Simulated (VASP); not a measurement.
# CaIn2As2 (P6_3/mmc) in VASP: single point with r2SCAN

Aim: the single point of CaIn2As2 with r2SCAN.

Everything below comes from runs of VASP 6.6.1. Logs are shortened: lines on timing, memory, paths and dates and some standing lists are left out, and cuts for length are marked.

## 1. The cell of the first run

The structure is hexagonal, space group P6_3/mmc (No. 194). The conventional cell has a = 4.175 Å, b = 4.175 Å, c = 17.839 Å, α = 90.00°, β = 90.00°, γ = 120.00°. In (site symmetry 3m) has 3 As at 2.70 Å and 1 In at 2.78 Å within 3.6 Å. Within 3.6 Å of As (site symmetry 3m) lie 3 In at 2.70 Å and 3 Ca at 3.04 Å. Within 4.0 Å of Ca (site symmetry -3m) lie 6 As at 3.04 Å and 6 In at 3.90 Å.

## 2. Single point, r2SCAN

File POSCAR:

```
CaIn2As2
1.0
    4.1747080000      0.0000000000      0.0000000000
   -2.0873540000      3.6154070000      0.0000000000
    0.0000000000      0.0000000000     17.8392750000
In As Ca
4 4 2
Direct
    0.3333300000      0.6666700000      0.1719800000
    0.6666700000      0.3333300000      0.6719800000
    0.3333300000      0.6666700000      0.3280200000
    0.6666700000      0.3333300000      0.8280200000
    0.3333300000      0.6666700000      0.6036200000
    0.6666700000      0.3333300000      0.1036200000
    0.3333300000      0.6666700000      0.8963800000
    0.6666700000      0.3333300000      0.3963800000
    0.0000000000      0.0000000000      0.0000000000
    0.0000000000      0.0000000000      0.5000000000
```

File INCAR.step1:

```
  PREC = Accurate
  ENCUT = 520
  ISMEAR = -1
  SIGMA = 0.1
  LREAL = False
  LASPH = True
  NELM = 100
  NBANDS = 57
  GGA = PE
  ALGO = Normal
  EDIFF = 1E-4
  LWAVE = True
  LCHARG = False
  KPAR = 4
```

File INCAR.step2:

```
  PREC = Accurate
  ENCUT = 520
  EDIFF = 1E-6
  ISMEAR = -1
  SIGMA = 0.1
  LREAL = False
  LASPH = True
  NELM = 100
  ALGO = Normal
  ISIF = 2
  LWAVE = False
  LCHARG = False
  METAGGA = R2SCAN
  LMIXTAU = True
  NBANDS = 57
  ISTART = 1
  KPAR = 4
```

File KPOINTS:

```
regular mesh
0
Gamma
  9 9 2
```

Potentials or basis: VASP PAW PBE potentials, release 64 (In_d, As, Ca_sv).

Started as:

```
cat potpaw_PBE.64/In_d/POTCAR potpaw_PBE.64/As/POTCAR potpaw_PBE.64/Ca_sv/POTCAR > POTCAR
cp INCAR.step1 INCAR
mpirun -np 4 vasp_std > vasp.out
cp INCAR.step2 INCAR
mpirun -np 4 vasp_std > vasp.out
```

OUTCAR:

```text
PREC = Accurate
   ENCUT = 520
   EDIFF = 1E-6
   ISMEAR = -1
   LREAL = False
   LASPH = True
   NELM = 100
   ISIF = 2
   METAGGA = R2SCAN
   ISTART = 1

 ion  position               nearest neighbor table
   1  0.333  0.667  0.172-   6 2.70   6 2.70   6 2.70   3 2.78
   2  0.667  0.333  0.672-   5 2.70   5 2.70   5 2.70   4 2.78
   3  0.333  0.667  0.328-   8 2.70   8 2.70   8 2.70   1 2.78
   4  0.667  0.333  0.828-   7 2.70   7 2.70   7 2.70   2 2.78
   5  0.333  0.667  0.604-   2 2.70   2 2.70   2 2.70  10 3.04  10 3.04  10 3.04
   6  0.667  0.333  0.104-   1 2.70   1 2.70   1 2.70   9 3.04   9 3.04   9 3.04
   7  0.333  0.667  0.896-   4 2.70   4 2.70   4 2.70   9 3.04   9 3.04   9 3.04
   8  0.667  0.333  0.396-   3 2.70   3 2.70   3 2.70  10 3.04  10 3.04  10 3.04
   9  0.000  0.000  0.000-   6 3.04   7 3.04   6 3.04   7 3.04   6 3.04   7 3.04
  10  0.000  0.000  0.500-   5 3.04   8 3.04   8 3.04   5 3.04   8 3.04   5 3.04

  LATTYP: Found a hexagonal cell.
 ALAT       =     4.1747080000
 C/A-ratio  =     4.2731791062

  Lattice vectors:

 A1 = (   4.1747080000,   0.0000000000,   0.0000000000)
 A2 = (  -2.0873540000,   3.6154070000,   0.0000000000)
 A3 = (   0.0000000000,   0.0000000000,  17.8392750000)

Analysis of symmetry for initial positions (statically):
=====================================================================
 Subroutine PRICEL returns:
 Original cell was already a primitive cell.

 Routine SETGRP: Setting up the symmetry group for a
 hexagonal supercell.

 Subroutine GETGRP returns: Found  8 space group operations
 (whereof  4 operations were pure point group operations)
 out of a pool of 24 trial point group operations.

The static configuration has the point symmetry C_2h.
 The point group associated with its full space group is D_2h.

Analysis of symmetry for dynamics (positions and initial velocities):
=====================================================================
 Subroutine PRICEL returns:
 Original cell was already a primitive cell.

 Routine SETGRP: Setting up the symmetry group for a
 hexagonal supercell.

 Subroutine GETGRP returns: Found  8 space group operations
 (whereof  4 operations were pure point group operations)
 out of a pool of 24 trial point group operations.

The dynamic configuration has the point symmetry C_2h.
 The point group associated with its full space group is D_2h.

 Subroutine INISYM returns: Found  8 space group operations
 (whereof  4 operations are pure point group operations),
[... 120 lines left out ...]
   POTIM  = 0.5000    time-step for ionic-motion
   TEBEG  =    0.0;   TEEND  =   0.0 temperature during run
   PSTRESS=    0.0 pullay stress
   NELECT =      92.0000    total number of electrons
   NUPDOWN=      -1.0000    fix difference up-down
   EMIN   =  10.00;   EMAX   =-10.00  energy-range for DOS
   EFERMI =   0.00;   METHOD = LEGACY
   ISMEAR =    -1;   SIGMA  =   0.10  broadening in eV -4-tet -1-fermi 0-gaus
   EFERMI_NEDOS =   21; number of points for ismear=-14 and -15
   IALGO  =     38    algorithm
   IMIX   =      4    mixing-type and parameters
     AMIX     =   0.40;   BMIX     =  1.00
     AMIX_MAG =   1.60;   BMIX_MAG =  1.00
  volume/ion in A,a.u.               =      26.93       181.70
  Fermi-wavevector in a.u.,A,eV,Ry     =   1.144504  2.162799 17.822124  1.309889
  Thomas-Fermi vector in A             =   2.281196
   LORBIT       =      0    0 simple, 1 ext, 2 COOP (PROOUT), +10 PAW based schemes
   METAGGA = R2SCAN    functional components
   LHFCALC =     F    Hartree Fock is set to
   AEXX    =    0.0000 exact exchange contribution
   IVDW    =     0    specifies the selected vdW correction
   LEPSILON=     F    determine dielectric tensor
   LRPA    =     F    only Hartree local field effects (RPA)
 non-spin polarized calculation
  energy-cutoff  :      520.00
  volume of cell :      269.25
 maximum number of plane-waves:      7308
   NGX = 15   NGY = 15   NGZ = 67

 number of electron      91.9999991 magnetization

 Free energy of the ion-electron system (eV)
  ---------------------------------------------------
  ext. energy  EPLUGINS =         0.00000000
  ---------------------------------------------------
  free energy    TOTEN  =      -170.97849382 eV

  energy without entropy =     -170.97575712  energy(sigma->0) =     -170.97712547

 E-fermi :   5.2906     XC(G=0):  -9.8096

 val. band max:        5.1347752725   @ k =   0.0000   0.0000   0.0000
 cond. band min:       5.4532958451   @ k =   0.0000   0.0000   0.0000
 fundamental gap:      0.3185205726
 Fermi energy:         5.2905904972

 k-point     1 :       0.0000    0.0000    0.0000
  band No.  band energies     occupation
      1     -38.2636      2.00000
      2     -38.2636      2.00000
      3     -18.4513      2.00000
      4     -18.4513      2.00000
      5     -18.3641      2.00000
      6     -18.3641      2.00000
[... 1429 lines left out ...]
     56       8.6804      0.00000
     57       8.8747      0.00000

 [... further k-points ...]

------------------------ aborting loop because EDIFF is reached ----------------------------------------

  FORCE on cell =-STRESS in cart. coord.  units (eV):
  Direction    XX          YY          ZZ          XY          YZ          ZX
  --------------------------------------------------------------------------------------
  -------------------------------------------------------------------------------------
  Total       -0.0524226     -0.0518903     -0.0580645      0.0004611      0.0000000      0.0000000
  in kB       -0.3119382     -0.3087708     -0.3455099      0.0027436      0.0000000      0.0000000
  external PRESSURE =      -0.3220730 kB  Pullay stress =       0.0000000 kB

 VOLUME and BASIS-vectors are now :
 -----------------------------------------------------------------------------
  energy-cutoff  :      520.00
  volume of cell :      269.25
      direct lattice vectors                 reciprocal lattice vectors
     4.174708000  0.000000000  0.000000000     0.239537711  0.138297016  0.000000000
    -2.087354000  3.615407000  0.000000000     0.000000000  0.276594032  0.000000000
     0.000000000  0.000000000 17.839275000     0.000000000  0.000000000  0.056056090

 POSITION                                       TOTAL-FORCE (eV/Angst)
 -----------------------------------------------------------------------------------
     -0.00002      2.41028      3.06800         0.000191     -0.000110     -0.065191
      2.08737      1.20512     11.98764        -0.000191      0.000110     -0.065191
     -0.00002      2.41028      5.85164         0.000191     -0.000110      0.065191
      2.08737      1.20512     14.77128        -0.000191      0.000110      0.065191
     -0.00002      2.41028     10.76814         0.000216     -0.000125     -0.053149
      2.08737      1.20512      1.84851        -0.000216      0.000125     -0.053149
     -0.00002      2.41028     15.99077         0.000216     -0.000125      0.053149
      2.08737      1.20512      7.07113        -0.000216      0.000125      0.053149
      0.00000      0.00000      0.00000         0.000000      0.000000      0.000000
      0.00000      0.00000      8.91964        -0.000000      0.000000      0.000000
 -----------------------------------------------------------------------------------
    total drift:                                0.000000     -0.000000      0.000000

  FREE ENERGIE OF THE ION-ELECTRON SYSTEM (eV)
  ---------------------------------------------------
  free  energy   TOTEN  =      -170.9784938179 eV

  energy  without entropy=     -170.9757571240  energy(sigma->0) =     -170.97712547
```

Run time: 14 min. Hardware: 4 MPI ranks of Intel Xeon Platinum 8488C (Sapphire Rapids), shared host; peak memory 0.84 GiB.

What came out:

```
Free energy            : -170.9785 eV
Pressure               : 0.0 GPa
Largest force          : 0.065 eV/Å
Band gap on the k mesh : 0.32 eV
```

Forces in eV/Å, atoms in the order of the input:
```
In   0.000  0.000 -0.065
In   0.000  0.000 -0.065
In   0.000  0.000  0.065
In   0.000  0.000  0.065
As   0.000  0.000 -0.053
As   0.000  0.000 -0.053
As   0.000  0.000  0.053
As   0.000  0.000  0.053
Ca   0.000  0.000  0.000
Ca   0.000  0.000  0.000
```

Caveat: semilocal functionals underestimate gaps, and a narrow one can read as zero; the PAW data sets were made with another functional, which shifts forces and pressure a little; spin-orbit coupling is left out, which moves the levels of the heavy elements. A k mesh can miss the band edges.
